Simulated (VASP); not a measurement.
Crystal: Na.

```xyz
2
Lattice="0.0000 3.2195 3.2195 3.2195 0.0000 3.2195 3.2195 3.2195 0.0000" Properties=species:S:1:pos:R:3 pbc="T T T"
Na    0.0000    0.0000    0.0000
Na    1.6098    1.6098    1.6098
```

This isn't the form of Na at room conditions, which is bcc.

```yaml
Program: VASP 6.6.1
Task: relaxation of cell and atoms
Functional: PBE
Potentials_or_basis: VASP PAW PBE potentials, release 64 (Na_sv)
Cutoff: 970 eV
k_mesh: 10 × 10 × 10
Occupations: fermi-dirac, width 0.03 eV
Spin: no spin polarisation
```

At the start: pressure 2.8 GPa; volume 33.37 Å³/atom.

Q: How do energy, volume and symmetry change on relaxing?

A: Over 9 steps the energy falls by 124.5 meV/atom and the volume is 50.86 Å³/atom (+52.4 %); space group Fd-3m (No. 227, to 0.1 Å) before and after.

The path:
```
step  energy change (eV)  largest force (eV/Å)  pressure (GPa)  volume (Å³)
   1              0.0000                0.0000            2.79        66.74
   2             -0.0848                0.0000            1.97        72.52
   3             -0.2290                0.0000            0.62        91.85
   4              0.3168                0.0000           -5.67       140.22
   5             -0.2386                0.0000            0.46        94.67
   6             -0.2479                0.0000           -0.17       103.80
   7             -0.2490                0.0000            0.04       101.10
   8             -0.2490                0.0000           -0.02       101.89
   9             -0.2491                0.0000           -0.01       101.73
```

Final structure:
```
Na
1.0
     0.00000    3.70512    3.70512
     3.70512    0.00000    3.70512
     3.70512    3.70512    0.00000
Na
2
Direct
  0.00000 0.00000 0.00000
  0.25000 0.25000 0.25000
```

Caveat: the volume moved by over 15 % at a fixed basis, so the end points are rough.
